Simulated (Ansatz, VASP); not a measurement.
## One calculation of HfN, two programs

```
CELL_PARAMETERS angstrom
0.00000 2.25900 2.25900
2.25900 0.00000 2.25900
2.25900 2.25900 0.00000
ATOMIC_POSITIONS crystal
Hf 0.00000 0.00000 0.00000
N 0.49217 0.50000 0.50000
```

Change from the starting cell: all N atoms moved +0.025 Å, as atom 2 towards its neighbour atom 2 (N) at 3.195 Å.

Alike in both runs: task single point; functional PBEsol; k mesh 18 × 18 × 18; occupations gaussian, width 0.15 eV; no spin polarisation.

|  | VASP | Ansatz |
| --- | --- | --- |
| version | VASP 6.6.1 | Ansatz 0.2.0 |
| potentials or method | VASP PAW PBE potentials, release 64 (Hf_pv, N), cutoff 520 eV | scalar-relativistic, plane waves, PAW |
| valence electrons in the cell | 15 | 31 |

VASP gave:

* gap on the k mesh at the Fermi level (eV): none
* pressure (GPa): -5.1
* traceless stress, the component that is largest in VASP (GPa): -0.08
* rms of the force components (eV/Å): 0.167

Which values does Ansatz return?

gap on the k mesh at the Fermi level (eV): none; pressure (GPa): -2.9; traceless stress, the component that is largest in VASP (GPa): -0.08; rms of the force components (eV/Å): 0.167.

VASP's potentials were made for PBE, not for PBEsol. Atom by atom the forces differ by 0.000 eV/Å (rms over components). A gap of «none» marks a metal or a gap that the smearing closes. VASP's potentials hold 15 valence electrons a cell and Ansatz's 31, so a difference there can come from the potentials and not from the codes.

Neither program's run includes spin-orbit coupling.
